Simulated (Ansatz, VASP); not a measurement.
One calculation of Zn, two programs

File POSCAR:

```
Zn
1.0
    0.0368395500      1.9647760000      1.9647760000
    2.0016155500      0.0000000000      2.0016155500
    1.9647760000      1.9647760000      0.0368395500
Zn
1
Direct
    0.0000000000      0.0000000000      0.0000000000
```

INCAR.step1

```
  ALGO = Normal
  EDIFF = 1E-4
  ENCUT = 520
  GGA = PE
  ISMEAR = 0
  LASPH = True
  LCHARG = False
  LREAL = False
  LWAVE = True
  NBANDS = 12
  NELM = 100
  PREC = Accurate
  SIGMA = 0.15
```

The input INCAR.step2:

```
  ALGO = Normal
  EDIFF = 1E-6
  ENCUT = 520
  ISIF = 2
  ISMEAR = 0
  ISTART = 1
  LASPH = True
  LCHARG = False
  LMIXTAU = True
  LREAL = False
  LWAVE = False
  METAGGA = R2SCAN
  NBANDS = 12
  NELM = 100
  PREC = Accurate
  SIGMA = 0.15
```

Contents of KPOINTS:

```
k-points
0
Gamma
  20 20 20
```

Input for Ansatz:

```yaml
crystal:
  lattice:
    - [0.03683955, 1.964776, 1.964776]
    - [2.00161555, 0.0, 2.00161555]
    - [1.964776, 1.964776, 0.03683955]
  atoms:
    - { symbol: Zn, position: [0.0, 0.0, 0.0] }
basis:
  ecutwfc: 500
kpoints:
  mp_grid: { grid: [20, 20, 20] }
hamiltonian:
  xc: r2scan
scf:
  occupations: { method: gaussian, width: 0.15 }
output:
  forces: true
  stress: true
  eigenvalues: true
```

Change from the starting cell: strain +0.0375 x Voigt [0, 0, 0, 0, 1, 0], atoms carried along.

Alike in both runs: task single point; functional r2SCAN; k mesh 20 × 20 × 20; occupations gaussian, width 0.15 eV; no spin polarisation.

```csv
,VASP,Ansatz
version,VASP 6.6.1,Ansatz 0.2.0
potentials or method,"VASP PAW PBE potentials, release 64 (Zn), cutoff 520 eV","scalar-relativistic, plane waves, PAW"
valence electrons in the cell,12,12
```

Ansatz gave:

* gap on the k mesh at the Fermi level (eV): none
* pressure (GPa): -4.2
* traceless stress, the component that is largest in VASP (GPa): -0.34

Which values does VASP return?

gap on the k mesh at the Fermi level (eV): none; pressure (GPa): -3.9; traceless stress, the component that is largest in VASP (GPa): -0.33.

VASP's potentials were made for PBE, not for r2SCAN. A gap of «none» marks a metal or a gap that the smearing closes.
